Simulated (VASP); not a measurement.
Crystal: KBr.

```
CELL_PARAMETERS angstrom
0.00000 3.30244 3.30244
3.30244 0.00000 3.30244
3.30244 3.30244 0.00000
ATOMIC_POSITIONS crystal
K 0.00000 0.00000 0.00000
Br 0.50000 0.50000 0.50000
```

Base run:

* Program: VASP 6.6.1
* Functional: r2SCAN
* Potentials or basis: VASP PAW PBE potentials, release 64 (K_sv, Br)
* Cutoff: 520 eV
* k mesh: 4 × 4 × 4
* Occupations: gaussian, width 0.01 eV
* Spin: no spin polarisation

Its results: band gap on the k mesh 5.07 eV; pressure 0.0 GPa.

Task: The run is repeated on the same cell with these changes: functional from r2SCAN to PBE-based global hybrid with 35 % exact exchange. What comes out?

Result: Band gap on the k mesh 7.10 eV; pressure 0.3 GPa.

Caveats: the PAW data sets were made with another functional, which shifts forces and pressure a little.

